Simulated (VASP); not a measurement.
# Cr2Ga (Fm-3m) in VASP: single point with PBE

Aim: the single point of Cr2Ga with PBE.

Everything below comes from runs of VASP 6.6.1. Logs are shortened: lines on timing, memory, paths and dates and some standing lists are left out, and cuts for length are marked.

## Step 1: The cell of the first run

Symmetry: Fm-3m, No. 225, cubic system. Conventional cell: a = 6.012 Å, b = 6.012 Å, c = 6.012 Å, α = 90.00°, β = 90.00°, γ = 90.00°. Within 3.4 Å of Cr (site symmetry -43m) lie 4 Ga at 2.60 Å and 6 Cr at 3.01 Å. Ga (site symmetry m-3m) has 8 Cr at 2.60 Å within 3.4 Å.

## Step 2: Single point, PBE, collinear spin, ferromagnetic start

INCAR

```
PREC = Accurate
ENCUT = 520
EDIFF = 1E-7
ISMEAR = 0
SIGMA = 0.1
LREAL = F
LASPH = T
NELM = 150
ALGO = Normal
ISIF = 2
LWAVE = F
LCHARG = T
ISPIN = 2
MAGMOM = 1.24 1.24 0
LORBIT = 11
LMAXMIX = 4
GGA = PE
LELF = T
LVHAR = T
NBANDS = 30
```

KPOINTS

```
Automatic mesh
0
Gamma
  14 14 14
```

POSCAR

```
Cr2Ga
1.0
    0.0000000000      3.0057600804      3.0057600804
    3.0057600804      0.0000000000      3.0057600804
    3.0057600804      3.0057600804      0.0000000000
Cr Ga
2 1
Direct
    0.2500000000      0.2500000000      0.2500000000
    0.7500000000      0.7500000000      0.7500000000
    0.0000000000      0.0000000000      0.0000000000
```

Potentials or basis: VASP PAW PBE potentials, release 64 (Cr_pv, Ga_d).

Command:

```bash
cat potpaw_PBE.64/Cr_pv/POTCAR potpaw_PBE.64/Ga_d/POTCAR > POTCAR
mpirun -np 1 vasp_std > vasp.out
```

OUTCAR:

```text
PREC = Accurate
   ENCUT = 520
   EDIFF = 1E-7
   ISMEAR = 0
   LREAL = F
   LASPH = T
   NELM = 150
   ISIF = 2
   ISPIN = 2
   LORBIT = 11
   GGA = PE

 ion  position               nearest neighbor table
   1  0.250  0.250  0.250-   3 2.60   3 2.60   3 2.60   3 2.60   2 3.01   2 3.01   2 3.01   2 3.01
                             2 3.01   2 3.01
   2  0.750  0.750  0.750-   3 2.60   3 2.60   3 2.60   3 2.60   1 3.01   1 3.01   1 3.01   1 3.01
                             1 3.01   1 3.01
   3  0.000  0.000  0.000-   2 2.60   2 2.60   2 2.60   1 2.60   2 2.60   1 2.60   1 2.60   1 2.60

  LATTYP: Found a face centered cubic cell.
 ALAT       =     6.0115201608

  Lattice vectors:

 A1 = (   0.0000000000,   3.0057600804,   3.0057600804)
 A2 = (   3.0057600804,   0.0000000000,   3.0057600804)
 A3 = (   3.0057600804,   3.0057600804,   0.0000000000)

Analysis of symmetry for initial positions (statically):
=====================================================================
 Subroutine PRICEL returns:
 Original cell was already a primitive cell.

 Routine SETGRP: Setting up the symmetry group for a
 face centered cubic supercell.

 Subroutine GETGRP returns: Found 48 space group operations
 (whereof 48 operations were pure point group operations)
 out of a pool of 48 trial point group operations.

The static configuration has the point symmetry O_h .

Analysis of symmetry for dynamics (positions and initial velocities):
=====================================================================
 Subroutine PRICEL returns:
 Original cell was already a primitive cell.

 Routine SETGRP: Setting up the symmetry group for a
 face centered cubic supercell.

 Subroutine GETGRP returns: Found 48 space group operations
 (whereof 48 operations were pure point group operations)
 out of a pool of 48 trial point group operations.

The dynamic configuration has the point symmetry O_h .

Analysis of structural, dynamic, and magnetic symmetry:
=====================================================================
 Subroutine PRICEL returns:
 Original cell was already a primitive cell.

 Routine SETGRP: Setting up the symmetry group for a
 face centered cubic supercell.

 Subroutine GETGRP returns: Found 48 space group operations
 (whereof 48 operations were pure point group operations)
 out of a pool of 48 trial point group operations.

The overall configuration has the point symmetry O_h .

 Subroutine INISYM returns: Found 48 space group operations
 (whereof 48 operations are pure point group operations),
 and found     1 'primitive' translations

----------------------------------------------------------------------------------------

                                     Primitive cell

  volume of cell :      54.3116

  direct lattice vectors                    reciprocal lattice vectors
     0.000000000  3.005760080  3.005760080    -0.166347275  0.166347275  0.166347275
     3.005760080  0.000000000  3.005760080     0.166347275 -0.166347275  0.166347275
     3.005760080  3.005760080  0.000000000     0.166347275  0.166347275 -0.166347275

  length of vectors
     4.250786671  4.250786671  4.250786671     0.288121933  0.288121933  0.288121933

  position of ions in fractional coordinates (direct lattice)
     0.250000000  0.250000000  0.250000000
     0.750000000  0.750000000  0.750000000
     0.000000000  0.000000000  0.000000000

  ion indices of the primitive-cell ions
   primitive index   ion index
                 1           1
                 2           2
                 3           3

----------------------------------------------------------------------------------------

 KPOINTS: Automatic mesh

Automatic generation of k-mesh.
 Grid dimensions read from file:
 generate k-points for:   14   14   14

 Generating k-lattice:

  Cartesian coordinates                     Fractional coordinates (reciprocal lattice)
    -0.011881948  0.011881948  0.011881948     0.071428571  0.000000000  0.000000000
     0.011881948 -0.011881948  0.011881948     0.000000000  0.071428571  0.000000000
     0.011881948  0.011881948 -0.011881948     0.000000000  0.000000000  0.071428571

  Length of vectors
     0.020580138  0.020580138  0.020580138

  Shift w.r.t. Gamma in fractional coordinates (k-lattice)
     0.000000000  0.000000000  0.000000000

 Subroutine IBZKPT returns following result:
 ===========================================

 Found    104 irreducible k-points:

 Following reciprocal coordinates:
            Coordinates               Weight
  0.000000  0.000000  0.000000      1.000000
  0.071429  0.000000  0.000000      8.000000
  0.142857  0.000000  0.000000      8.000000
  0.214286  0.000000  0.000000      8.000000
  0.285714  0.000000  0.000000      8.000000
  0.357143  0.000000  0.000000      8.000000
[... 16 lines left out ...]
  0.214286  0.142857  0.000000     24.000000
  0.285714  0.142857  0.000000     24.000000
 [... further k-points ...]
   k-points           NKPTS =    104   k-points in BZ     NKDIM =    104   number of bands    NBANDS=     30
   number of dos      NEDOS =    301   number of ions     NIONS =      3
   total plane-waves  NPLWV =  32768
   dimension x,y,z NGX =    32 NGY =   32 NGZ =   32
   dimension x,y,z NGXF=    64 NGYF=   64 NGZF=   64
   ions per type =               2   1
   NGX,Y,Z   is equivalent  to a cutoff of  12.52, 12.52, 12.52 a.u.
   NGXF,Y,Z  is equivalent  to a cutoff of  25.03, 25.03, 25.03 a.u.
 SYSTEM =  unknown system
   PREC   = accura    normal or accurate (medium, high low for compatibility)
   ISTART =      0    job   : 0-new  1-cont  2-samecut
   ICHARG =      2    charge: 1-file 2-atom 10-const
   ISPIN  =      2    spin polarized calculation?
   LNONCOLLINEAR =      F non collinear calculations
   LSORBIT =      F    spin-orbit coupling
   LASPH  =      T    aspherical Exc in radial PAW
   ENCUT  =  520.0 eV  38.22 Ry    6.18 a.u.   7.90  7.90  7.90*2*pi/ulx,y,z
   NELM   =    150;   NELMIN=  2; NELMDL= -5     # of ELM steps
   EDIFF  = 0.1E-06   stopping-criterion for ELM
   LREAL  =      F    real-space projection
   EDIFFG = 0.1E-05   stopping-criterion for IOM
   NSW    =      0    number of steps for IOM
   IBRION =     -1    ionic relax: 0-MD 1-quasi-New 2-CG
   NFREE  =      0    steps in history (QN), initial steepest desc. (CG)
   ISIF   =      2    stress and relaxation
   ISYM   =      2    0-nonsym 1-usesym 2-fastsym
   POTIM  = 0.5000    time-step for ionic-motion
   TEBEG  =    0.0;   TEEND  =   0.0 temperature during run
   PSTRESS=    0.0 pullay stress
   NELECT =      37.0000    total number of electrons
   NUPDOWN=      -1.0000    fix difference up-down
   EMIN   =  10.00;   EMAX   =-10.00  energy-range for DOS
   EFERMI =   0.00;   METHOD = LEGACY
   ISMEAR =     0;   SIGMA  =   0.10  broadening in eV -4-tet -1-fermi 0-gaus
   EFERMI_NEDOS =   21; number of points for ismear=-14 and -15
   IALGO  =     38    algorithm
   IMIX   =      4    mixing-type and parameters
     AMIX     =   0.40;   BMIX     =  1.00
     AMIX_MAG =   1.60;   BMIX_MAG =  1.00
  volume/ion in A,a.u.               =      18.10       122.17
  Fermi-wavevector in a.u.,A,eV,Ry     =   1.440493  2.722137 28.232355  2.075020
  Thomas-Fermi vector in A             =   2.559231
   LORBIT       =     11    0 simple, 1 ext, 2 COOP (PROOUT), +10 PAW based schemes
   GGA     = PE    functional components
   LHFCALC =     F    Hartree Fock is set to
   AEXX    =    0.0000 exact exchange contribution
   IVDW    =     0    specifies the selected vdW correction
   LEPSILON=     F    determine dielectric tensor
   LRPA    =     F    only Hartree local field effects (RPA)
 spin polarized calculation
 Gauss-broadening in eV      SIGMA  =   0.10
  energy-cutoff  :      520.00
  volume of cell :       54.31
 maximum number of plane-waves:      1476
   NGX = 15   NGY = 15   NGZ = 15

 number of electron      37.0000014 magnetization      -0.0131762

 number of electron      37.0000014 magnetization       0.0006704

 Free energy of the ion-electron system (eV)
  ---------------------------------------------------
  ext. energy  EPLUGINS =         0.00000000
  ---------------------------------------------------
  free energy    TOTEN  =       -18.57157599 eV

  energy without entropy =      -18.52925716  energy(sigma->0) =      -18.55041658

 E-fermi :   5.4992     XC(G=0): -11.0648

 val. band max:        5.4990354717   @ k =   0.4286   0.0714   0.0000
 cond. band min:       5.4992860250   @ k =   0.4286   0.0714   0.0000
 fundamental gap:      0.0002505533
 Fermi energy:         5.4991529228

 spin component 1

 k-point     1 :       0.0000    0.0000    0.0000
  band No.  band energies     occupation
      1     -37.5954      1.00000
      2     -37.5954      1.00000
      3     -37.5954      1.00000
      4     -37.5241      1.00000
      5     -37.5241      1.00000
      6     -37.5240      1.00000
[... 781 lines left out ...]
     29      12.8667      0.00000
     30      13.6055      0.00000

 [... further k-points ...]

 spin component 2

 k-point     1 :       0.0000    0.0000    0.0000
  band No.  band energies     occupation
      1     -37.5951      1.00000
      2     -37.5951      1.00000
      3     -37.5951      1.00000
      4     -37.5237      1.00000
      5     -37.5237      1.00000
      6     -37.5237      1.00000
[... 781 lines left out ...]
     29      12.8671      0.00000
     30      13.6056      0.00000

 [... further k-points ...]

------------------------ aborting loop because EDIFF is reached ----------------------------------------

  FORCE on cell =-STRESS in cart. coord.  units (eV):
  Direction    XX          YY          ZZ          XY          YZ          ZX
  --------------------------------------------------------------------------------------
  -------------------------------------------------------------------------------------
  Total       -6.1664195     -6.1664195     -6.1664195      0.0000000      0.0000000      0.0000000
  in kB     -181.9075477   -181.9075477   -181.9075477      0.0000000      0.0000000      0.0000000
  external PRESSURE =    -181.9075477 kB  Pullay stress =       0.0000000 kB

 VOLUME and BASIS-vectors are now :
 -----------------------------------------------------------------------------
  energy-cutoff  :      520.00
  volume of cell :       54.31
      direct lattice vectors                 reciprocal lattice vectors
     0.000000000  3.005760080  3.005760080    -0.166347275  0.166347275  0.166347275
     3.005760080  0.000000000  3.005760080     0.166347275 -0.166347275  0.166347275
     3.005760080  3.005760080  0.000000000     0.166347275  0.166347275 -0.166347275

 POSITION                                       TOTAL-FORCE (eV/Angst)
 -----------------------------------------------------------------------------------
      1.50288      1.50288      1.50288        -0.000000     -0.000000     -0.000000
      4.50864      4.50864      4.50864         0.000000      0.000000      0.000000
      0.00000      0.00000      0.00000        -0.000000      0.000000     -0.000000
 -----------------------------------------------------------------------------------
    total drift:                                0.000000     -0.000000      0.000000

  FREE ENERGIE OF THE ION-ELECTRON SYSTEM (eV)
  ---------------------------------------------------
  free  energy   TOTEN  =       -18.5715759948 eV

  energy  without entropy=      -18.5292571570  energy(sigma->0) =      -18.55041658

 total charge

# of ion       s       p       d       tot
------------------------------------------
    1        0.292   6.182   4.042  10.516
    2        0.292   6.182   4.042  10.516
    3        0.920   0.935   9.962  11.816
--------------------------------------------------
tot          1.503  13.298  18.046  32.847

 magnetization (x)

# of ion       s       p       d       tot
------------------------------------------
    1        0.000   0.000   0.001   0.001
    2        0.000   0.000   0.001   0.001
    3       -0.000  -0.000   0.000  -0.000
--------------------------------------------------
tot         -0.000  -0.000   0.001   0.001
```

Run time: 8.2 min. Hardware: 1 thread of Intel Xeon Platinum 8259CL at 2.50GHz (Skylake/Cascade Lake), shared host; peak memory 0.38 GiB.

Results:

```yaml
Free_energy: -18.5716 eV
Pressure: -18.2 GPa
Net_moment: 0.00 μB per cell
Valence_electrons_inside_the_program's_atomic_spheres: Cr 10.52; Ga 11.82
```

Caveat: the cell stands under tension.
